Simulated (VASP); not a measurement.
# HfO2 (Fm-3m) in VASP: notebook

Runs on HfO2. Level: PBE. Tasks: single point.

Program: VASP 6.6.1. These are calculated values, not measurements. Logs are shortened: lines on timing, memory, paths and dates and some standing lists are left out, and cuts for length are marked.

### 1 The cell of the first run

Symmetry: Fm-3m, No. 225, cubic system. The conventional cell has a = 5.109 Å, b = 5.109 Å, c = 5.109 Å, α = 90.00°, β = 90.00°, γ = 90.00°. Within 2.9 Å of Hf (site symmetry m-3m) lie 8 O at 2.21 Å. O (site symmetry -43m) has 4 Hf at 2.21 Å and 6 O at 2.55 Å within 2.9 Å.

### 2 Single point, PBE (strain +1.0%)

Input file INCAR:

```
SYSTEM = HfO2
ALGO = Normal ; EDIFF = 1E-7
ENCUT = 520 ; GGA = PE
ISIF = 2 ; ISMEAR = 0
LASPH = .TRUE. ; LCHARG = .FALSE.
LREAL = .FALSE. ; LWAVE = .FALSE.
NBANDS = 18 ; NELM = 100
PREC = Accurate ; SIGMA = 0.01
```

Input file KPOINTS:

```
k-points
0
G
  6 6 6
  0 0 0
```

Input file POSCAR:

```
HfO2
1.0
    0.0000000000      2.5544741425      2.5544741425
    2.5544741425      0.0000000000      2.5544741425
    2.5544741425      2.5544741425      0.0000000000
Hf O
1 2
Direct
    0.0000000000      0.0000000000      0.0000000000
    0.2500000000      0.2500000000      0.2500000000
    0.7500000000      0.7500000000      0.7500000000
```

Potentials or basis: VASP PAW PBE potentials, release 64 (Hf_pv, O).

The run is started by

```console
$ cat potpaw_PBE.64/Hf_pv/POTCAR potpaw_PBE.64/O/POTCAR > POTCAR
$ mpirun -np 1 vasp_std > vasp.out
```

OUTCAR:

```text
SYSTEM = HfO2
   EDIFF = 1E-7
   ENCUT = 520
   GGA = PE
   ISIF = 2
   ISMEAR = 0
   LASPH = .TRUE.
   LREAL = .FALSE.
   NELM = 100
   PREC = Accurate

 ion  position               nearest neighbor table
   1  0.000  0.000  0.000-   3 2.21   3 2.21   3 2.21   2 2.21   3 2.21   2 2.21   2 2.21   2 2.21

   2  0.250  0.250  0.250-   1 2.21   1 2.21   1 2.21   1 2.21
   3  0.750  0.750  0.750-   1 2.21   1 2.21   1 2.21   1 2.21

  LATTYP: Found a face centered cubic cell.
 ALAT       =     5.1089482850

  Lattice vectors:

 A1 = (   0.0000000000,   2.5544741425,   2.5544741425)
 A2 = (   2.5544741425,   0.0000000000,   2.5544741425)
 A3 = (   2.5544741425,   2.5544741425,   0.0000000000)

Analysis of symmetry for initial positions (statically):
=====================================================================
 Subroutine PRICEL returns:
 Original cell was already a primitive cell.

 Routine SETGRP: Setting up the symmetry group for a
 face centered cubic supercell.

 Subroutine GETGRP returns: Found 48 space group operations
 (whereof 48 operations were pure point group operations)
 out of a pool of 48 trial point group operations.

The static configuration has the point symmetry O_h .

Analysis of symmetry for dynamics (positions and initial velocities):
=====================================================================
 Subroutine PRICEL returns:
 Original cell was already a primitive cell.

 Routine SETGRP: Setting up the symmetry group for a
 face centered cubic supercell.

 Subroutine GETGRP returns: Found 48 space group operations
 (whereof 48 operations were pure point group operations)
 out of a pool of 48 trial point group operations.

The dynamic configuration has the point symmetry O_h .

 Subroutine INISYM returns: Found 48 space group operations
 (whereof 48 operations are pure point group operations),
 and found     1 'primitive' translations

----------------------------------------------------------------------------------------

                                     Primitive cell

  volume of cell :      33.3376

  direct lattice vectors                    reciprocal lattice vectors
     0.000000000  2.554474143  2.554474143    -0.195735001  0.195735001  0.195735001
     2.554474143  0.000000000  2.554474143     0.195735001 -0.195735001  0.195735001
     2.554474143  2.554474143  0.000000000     0.195735001  0.195735001 -0.195735001

  length of vectors
     3.612571977  3.612571977  3.612571977     0.339022967  0.339022967  0.339022967

  position of ions in fractional coordinates (direct lattice)
     0.000000000  0.000000000  0.000000000
     0.250000000  0.250000000  0.250000000
     0.750000000  0.750000000  0.750000000

  ion indices of the primitive-cell ions
   primitive index   ion index
                 1           1
                 2           2
                 3           3

----------------------------------------------------------------------------------------

 KPOINTS: k-points

Automatic generation of k-mesh.
 Grid dimensions read from file:
 generate k-points for:    6    6    6

 Generating k-lattice:

  Cartesian coordinates                     Fractional coordinates (reciprocal lattice)
    -0.032622500  0.032622500  0.032622500     0.166666667  0.000000000  0.000000000
     0.032622500 -0.032622500  0.032622500     0.000000000  0.166666667  0.000000000
     0.032622500  0.032622500 -0.032622500     0.000000000  0.000000000  0.166666667

  Length of vectors
     0.056503828  0.056503828  0.056503828

  Shift w.r.t. Gamma in fractional coordinates (k-lattice)
     0.000000000  0.000000000  0.000000000

 Subroutine IBZKPT returns following result:
 ===========================================

 Found     16 irreducible k-points:

 Following reciprocal coordinates:
            Coordinates               Weight
  0.000000  0.000000  0.000000      1.000000
  0.166667  0.000000  0.000000      8.000000
  0.333333  0.000000  0.000000      8.000000
  0.500000  0.000000  0.000000      4.000000
  0.166667  0.166667  0.000000      6.000000
  0.333333  0.166667  0.000000     24.000000
[... 8 lines left out ...]
 -0.333333  0.333333  0.166667     24.000000
 -0.333333  0.500000  0.166667     12.000000
   k-points           NKPTS =     16   k-points in BZ     NKDIM =     16   number of bands    NBANDS=     18
   number of dos      NEDOS =    301   number of ions     NIONS =      3
   total plane-waves  NPLWV =  21952
   dimension x,y,z NGX =    28 NGY =   28 NGZ =   28
   dimension x,y,z NGXF=    56 NGYF=   56 NGZF=   56
   ions per type =               1   2
   NGX,Y,Z   is equivalent  to a cutoff of  12.89, 12.89, 12.89 a.u.
   NGXF,Y,Z  is equivalent  to a cutoff of  25.77, 25.77, 25.77 a.u.
 SYSTEM =  HfO2
   PREC   = accura    normal or accurate (medium, high low for compatibility)
   ISTART =      0    job   : 0-new  1-cont  2-samecut
   ICHARG =      2    charge: 1-file 2-atom 10-const
[... 129 lines left out ...]
[... 10 lines left out ...]
     17      13.6281      0.00000
     18      16.8884      0.00000

 k-point     7 :       0.5000    0.1667    0.0000
  band No.  band energies     occupation
      1     -26.0594      2.00000
      2     -25.8178      2.00000
      3     -25.7710      2.00000
      4     -13.1065      2.00000
      5     -12.4146      2.00000
      6      -0.5444      2.00000
[... 10 lines left out ...]
     17      14.3835      0.00000
     18      16.5898      0.00000

 k-point     8 :      -0.3333    0.1667    0.0000
  band No.  band energies     occupation
      1     -26.0274      2.00000
      2     -25.8283      2.00000
      3     -25.7546      2.00000
      4     -13.1811      2.00000
      5     -12.4080      2.00000
      6      -0.6294      2.00000
[... 10 lines left out ...]
     17      14.4400      0.00000
     18      16.4923      0.00000

 k-point     9 :      -0.1667    0.1667    0.0000
  band No.  band energies     occupation
      1     -25.9075      2.00000
      2     -25.7777      2.00000
      3     -25.7295      2.00000
      4     -13.7110      2.00000
      5     -12.1595      2.00000
      6      -0.7708      2.00000
[... 10 lines left out ...]
     17      13.6049      0.00000
     18      16.9345      0.00000

 k-point    10 :       0.3333    0.3333    0.0000
  band No.  band energies     occupation
      1     -26.0237      2.00000
      2     -25.7928      2.00000
      3     -25.7928      2.00000
      4     -13.0415      2.00000
      5     -12.5463      2.00000
      6      -1.1113      2.00000
[... 10 lines left out ...]
     17      13.5114      0.00000
     18      17.3886      0.00000

 k-point    11 :       0.5000    0.3333    0.0000
  band No.  band energies     occupation
      1     -26.0668      2.00000
      2     -25.8544      2.00000
      3     -25.8040      2.00000
      4     -12.7537      2.00000
      5     -12.6061      2.00000
      6      -1.6650      2.00000
[... 10 lines left out ...]
     17      15.6407      0.00000
     18      17.3875      0.00000

 k-point    12 :      -0.3333    0.3333    0.0000
  band No.  band energies     occupation
      1     -25.9844      2.00000
      2     -25.9588      2.00000
      3     -25.7850      2.00000
      4     -12.8091      2.00000
      5     -12.5477      2.00000
      6      -1.2074      2.00000
[... 10 lines left out ...]
     17      15.9190      0.00000
     18      17.2202      0.00000

 k-point    13 :       0.5000    0.5000    0.0000
  band No.  band energies     occupation
      1     -26.1192      2.00000
      2     -25.8204      2.00000
      3     -25.8204      2.00000
      4     -12.8095      2.00000
      5     -12.4675      2.00000
      6      -2.2363      2.00000
[... 10 lines left out ...]
     17      17.0349      0.00000
     18      17.3489      0.00000

 k-point    14 :       0.5000    0.3333    0.1667
  band No.  band energies     occupation
      1     -26.0119      2.00000
      2     -25.8576      2.00000
      3     -25.7807      2.00000
      4     -12.9688      2.00000
      5     -12.5459      2.00000
      6      -0.7714      2.00000
[... 10 lines left out ...]
     17      14.8082      0.00000
     18      17.2164      0.00000

 k-point    15 :      -0.3333    0.3333    0.1667
  band No.  band energies     occupation
      1     -26.0120      2.00000
      2     -25.9192      2.00000
      3     -25.7969      2.00000
      4     -12.8060      2.00000
      5     -12.5509      2.00000
      6      -0.7629      2.00000
[... 10 lines left out ...]
     17      15.7516      0.00000
     18      17.1475      0.00000

 k-point    16 :      -0.3333    0.5000    0.1667
  band No.  band energies     occupation
      1     -26.0465      2.00000
      2     -25.8971      2.00000
      3     -25.8217      2.00000
      4     -12.7204      2.00000
      5     -12.5495      2.00000
      6      -1.6512      2.00000
[... 10 lines left out ...]
     17      16.9951      0.00000
     18      17.3913      0.00000

------------------------ aborting loop because EDIFF is reached ----------------------------------------

  FORCE on cell =-STRESS in cart. coord.  units (eV):
  Direction    XX          YY          ZZ          XY          YZ          ZX
  --------------------------------------------------------------------------------------
  -------------------------------------------------------------------------------------
  Total       -1.0794709     -1.0794709     -1.0794709      0.0000000      0.0000000      0.0000000
  in kB      -51.8784505    -51.8784505    -51.8784505      0.0000000      0.0000000      0.0000000
  external PRESSURE =     -51.8784505 kB  Pullay stress =       0.0000000 kB

 VOLUME and BASIS-vectors are now :
 -----------------------------------------------------------------------------
  energy-cutoff  :      520.00
  volume of cell :       33.34
      direct lattice vectors                 reciprocal lattice vectors
     0.000000000  2.554474143  2.554474143    -0.195735001  0.195735001  0.195735001
     2.554474143  0.000000000  2.554474143     0.195735001 -0.195735001  0.195735001
     2.554474143  2.554474143  0.000000000     0.195735001  0.195735001 -0.195735001

 POSITION                                       TOTAL-FORCE (eV/Angst)
 -----------------------------------------------------------------------------------
      0.00000      0.00000      0.00000         0.000000      0.000000      0.000000
      1.27724      1.27724      1.27724         0.000000      0.000000      0.000000
      3.83171      3.83171      3.83171        -0.000000     -0.000000     -0.000000
 -----------------------------------------------------------------------------------
    total drift:                                0.000000      0.000000      0.000000

  FREE ENERGIE OF THE ION-ELECTRON SYSTEM (eV)
  ---------------------------------------------------
  free  energy   TOTEN  =       -30.2374941867 eV

  energy  without entropy=      -30.2374941867  energy(sigma->0) =      -30.23749419
```

Run time: 15 s. Hardware: 1 thread of Intel Xeon 8259CL, shared host; peak memory 0.16 GiB.

Results:

```yaml
Free_energy: -30.2375 eV
Pressure: -5.2 GPa
Band_gap_on_the_k_mesh: 3.74 eV, direct
```

Levels at points of the mesh, in eV from the valence-band top:
```
           k point  band 7  band 8  band 9  band 10  band 11  band 12  band 13  band 14  band 15  band 16
(0.00, 0.00, 0.00)   -5.20   -5.20   -0.60    -0.60    -0.60     3.82     3.82     5.65    10.13    10.13
(0.50, 0.00, 0.00)   -4.19   -3.01   -2.68    -1.80    -1.80     4.52     4.52     6.77     8.99     9.13
(0.50, 0.50, 0.00)   -3.41   -3.41   -1.49    -1.49     0.00     3.74     5.38     6.43     7.96     7.96
```

Caveat: the cell differs from its parent crystal (strain +1.0%); spin-orbit coupling is left out, which moves the levels of the heavy elements.

### 3 Single point, PBE (strain +2.0%)

Input file INCAR:

```
PREC = Accurate ; ENCUT = 520
EDIFF = 1E-7 ; ISMEAR = 0
SIGMA = 0.01 ; LREAL = F
LASPH = T ; NELM = 100
ALGO = Normal ; ISIF = 2
LWAVE = F ; LCHARG = F
GGA = PE ; NBANDS = 18
```

Input file KPOINTS:

```
Automatic mesh
0
Gamma
  6 6 6
```

Input file POSCAR:

```
HfO2
1.0
    0.0000000000      2.5797659657      2.5797659657
    2.5797659657      0.0000000000      2.5797659657
    2.5797659657      2.5797659657      0.0000000000
Hf O
1 2
Direct
    0.0000000000      0.0000000000      0.0000000000
    0.2500000000      0.2500000000      0.2500000000
    0.7500000000      0.7500000000      0.7500000000
```

Potentials or basis: VASP PAW PBE potentials, release 64 (Hf_pv, O).

The run is started by

```console
$ cat potpaw_PBE.64/Hf_pv/POTCAR potpaw_PBE.64/O/POTCAR > POTCAR
$ mpirun -np 1 vasp_std > vasp.out
```

Run time: 13 s. Hardware: 1 thread of Intel Xeon 8259CL, shared host; peak memory 0.16 GiB.

The run converged. Its results:

* Free energy: -30.1861 eV
* Pressure: -11.6 GPa
* Band gap on the k mesh: 3.66 eV, direct

Levels at points of the mesh, in eV from the valence-band top:
```
           k point  band 8  band 9  band 10  band 11  band 12  band 13  band 14  band 15
(0.00, 0.00, 0.00)   -5.03   -0.58    -0.58    -0.58     3.75     3.75     5.42     9.77
(0.50, 0.00, 0.00)   -2.97   -2.61    -1.77    -1.77     4.41     4.41     6.50     8.82
(0.50, 0.50, 0.00)   -3.34   -1.44    -1.44     0.00     3.66     5.22     6.16     7.70
```

Caveat: the cell differs from its parent crystal (strain +2.0%); spin-orbit coupling is left out, which moves the levels of the heavy elements. A k mesh can miss the band edges.

### 4 Single point, PBE (strain +3.0%)

Input file INCAR:

```
ALGO = Normal
EDIFF = 1E-6
ENCUT = 520
GGA = PE
ISIF = 2
ISMEAR = 0
LASPH = T
LCHARG = F
LREAL = F
LWAVE = F
NBANDS = 18
NELM = 100
PREC = Accurate
SIGMA = 0.01
```

Input file KPOINTS:

```
k-points
0
Gamma
  6 6 6
```

Input file POSCAR:

```
HfO2
1.0
    0.0000000000      2.6050577889      2.6050577889
    2.6050577889      0.0000000000      2.6050577889
    2.6050577889      2.6050577889      0.0000000000
Hf O
1 2
Direct
    0.0000000000      0.0000000000      0.0000000000
    0.2500000000      0.2500000000      0.2500000000
    0.7500000000      0.7500000000      0.7500000000
```

The run is started by

```console
$ cat potpaw_PBE.64/Hf_pv/POTCAR potpaw_PBE.64/O/POTCAR > POTCAR
$ mpirun -np 1 vasp_std > vasp.out
```

Run time: 11 s. Hardware: 1 thread of Intel Xeon 8259CL, shared host; peak memory 0.16 GiB.

It converged, with:

* Free energy: -30.0958 eV
* Pressure: -17.1 GPa
* Band gap on the k mesh: 3.58 eV, direct

Levels at points of the mesh, in eV from the valence-band top:
| k point | band 7 | band 8 | band 9 | band 10 | band 11 | band 12 | band 13 | band 14 | band 15 | band 16 |
| --- | --- | --- | --- | --- | --- | --- | --- | --- | --- | --- |
| (0.00, 0.00, 0.00) | -4.86 | -4.86 | -0.57 | -0.57 | -0.57 | 3.67 | 3.67 | 5.19 | 9.42 | 9.42 |
| (0.50, 0.00, 0.00) | -3.90 | -2.92 | -2.55 | -1.73 | -1.73 | 4.30 | 4.30 | 6.24 | 8.52 | 8.52 |
| (0.50, 0.50, 0.00) | -3.27 | -3.27 | -1.40 | -1.40 | 0.00 | 3.58 | 5.07 | 5.91 | 7.45 | 7.45 |

Caveat: the cell differs from its parent crystal (strain +3.0%); spin-orbit coupling is left out, which moves the levels of the heavy elements. A k mesh can miss the band edges.

### 5 Single point, PBE (strain +4.0%)

Input file INCAR:

```
SYSTEM = HfO2
PREC     = Accurate       ! precision mode
ENCUT    = 520            ! plane-wave cutoff, eV
EDIFF    = 1E-7           ! SCF threshold, eV
ISMEAR   = 0              ! smearing method
SIGMA    = 0.01           ! smearing width, eV
LREAL    = .FALSE.        ! projectors in reciprocal space
LASPH    = .TRUE.         ! aspherical terms in the spheres
NELM     = 100            ! most SCF steps
ALGO     = Normal         ! electronic algorithm
ISIF     = 2              ! what is computed and relaxed
LWAVE    = .FALSE.        ! write WAVECAR
LCHARG   = .FALSE.        ! write CHGCAR
GGA      = PE             ! functional
NBANDS   = 18             ! bands
```

Input file KPOINTS:

```
Automatic mesh
0
G
  6 6 6
  0 0 0
```

Input file POSCAR:

```
HfO2
1.0
    0.0000000000      2.6303496121      2.6303496121
    2.6303496121      0.0000000000      2.6303496121
    2.6303496121      2.6303496121      0.0000000000
Hf O
1 2
Direct
    0.0000000000      0.0000000000      0.0000000000
    0.2500000000      0.2500000000      0.2500000000
    0.7500000000      0.7500000000      0.7500000000
```

The run is started by

```console
$ cat potpaw_PBE.64/Hf_pv/POTCAR potpaw_PBE.64/O/POTCAR > POTCAR
$ mpirun -np 1 vasp_std > vasp.out
```

Wall time 14 s (1 thread of Intel Xeon 8259CL, shared host); peak memory 0.16 GiB.

Results (log left out):

- Free energy: -29.9706 eV
- Pressure: -21.8 GPa
- Band gap on the k mesh: 3.50 eV, direct

Levels at points of the mesh, in eV from the valence-band top:
```
           k point  band 8  band 9  band 10  band 11  band 12  band 13  band 14  band 15
(0.00, 0.00, 0.00)   -4.70   -0.56    -0.56    -0.56     3.59     3.59     4.96     9.09
(0.50, 0.00, 0.00)   -2.88   -2.48    -1.70    -1.70     4.19     4.19     5.98     8.23
(0.50, 0.50, 0.00)   -3.19   -1.35    -1.35     0.00     3.50     4.91     5.67     7.20
```

Caveat: the cell differs from its parent crystal (strain +4.0%); spin-orbit coupling is left out, which moves the levels of the heavy elements. A k mesh can miss the band edges.

### 6 Single point, PBE (strain -4.0%)

Input file INCAR:

```
ALGO     = Normal         # electronic algorithm
EDIFF    = 1E-6           # SCF threshold, eV
ENCUT    = 520            # plane-wave cutoff, eV
GGA      = PE             # functional
ISIF     = 2              # what is computed and relaxed
ISMEAR   = -1             # smearing method
LASPH    = True           # aspherical terms in the spheres
LCHARG   = False          # write CHGCAR
LREAL    = False          # projectors in reciprocal space
LWAVE    = False          # write WAVECAR
NBANDS   = 18             # bands
NELM     = 80             # most SCF steps
PREC     = Accurate       # precision mode
SIGMA    = 0.02           # smearing width, eV
```

Input file KPOINTS:

```
k-points
0
Gamma
  8 8 8
```

Input file POSCAR:

```
HfO2
1.0
    0.0000000000      2.4280150265      2.4280150265
    2.4280150265      0.0000000000      2.4280150265
    2.4280150265      2.4280150265      0.0000000000
Hf O
1 2
Direct
    0.0000000000      0.0000000000      0.0000000000
    0.2500000000      0.2500000000      0.2500000000
    0.7500000000      0.7500000000      0.7500000000
```

Potentials or basis: VASP PAW PBE potentials, release 64 (Hf_pv, O).

The run is started by

```console
$ cat potpaw_PBE.64/Hf_pv/POTCAR potpaw_PBE.64/O/POTCAR > POTCAR
$ mpirun -np 1 vasp_std > vasp.out
```

It took 20 s on 1 thread of Intel Xeon 8259CL, shared host; peak memory 0.17 GiB.

The run converged. Its results:

```yaml
Free_energy: -29.7565 eV
Pressure: 43.6 GPa
Band_gap_on_the_k_mesh: 4.15 eV, direct
```

Levels at points of the mesh, in eV from the valence-band top:
| k point | band 7 | band 8 | band 9 | band 10 | band 11 | band 12 | band 13 | band 14 | band 15 | band 16 |
| --- | --- | --- | --- | --- | --- | --- | --- | --- | --- | --- |
| (0.00, 0.00, 0.00) | -6.19 | -6.19 | -0.67 | -0.67 | -0.67 | 4.17 | 4.17 | 6.88 | 12.15 | 12.15 |
| (0.50, 0.00, 0.00) | -5.03 | -3.23 | -3.01 | -1.97 | -1.97 | 5.08 | 5.08 | 8.29 | 9.48 | 10.85 |
| (0.50, 0.50, 0.00) | -3.74 | -3.74 | -1.76 | -1.76 | 0.00 | 4.15 | 6.21 | 7.90 | 9.36 | 9.36 |

Caveat: the cell differs from its parent crystal (strain -4.0%); spin-orbit coupling is left out, which moves the levels of the heavy elements. A k mesh can miss the band edges.

### 7 Summary

```tsv
cell	k mesh	smearing	gap on the mesh (eV)	pressure (GPa)
a = 3.613 Å, angles 60.0°, 3 atoms	6 × 6 × 6	gaussian 0.01 eV	3.74	-5.2
a = 3.648 Å, angles 60.0°, 3 atoms	6 × 6 × 6	gaussian 0.01 eV	3.66	-11.6
a = 3.684 Å, angles 60.0°, 3 atoms	6 × 6 × 6	gaussian 0.01 eV	3.58	-17.1
a = 3.720 Å, angles 60.0°, 3 atoms	6 × 6 × 6	gaussian 0.01 eV	3.50	-21.8
a = 3.434 Å, angles 60.0°, 3 atoms	8 × 8 × 8	fermi-dirac 0.02 eV	4.15	43.6
```

Alike in all rows: task single point; level PBE; potentials or basis VASP PAW PBE potentials, release 64 (Hf_pv, O); no spin polarisation; cutoff (eV) 520.

Caveats: spin-orbit coupling is left out, which moves the levels of the heavy elements.

Absolute energies hang on the potentials; compare differences alone.
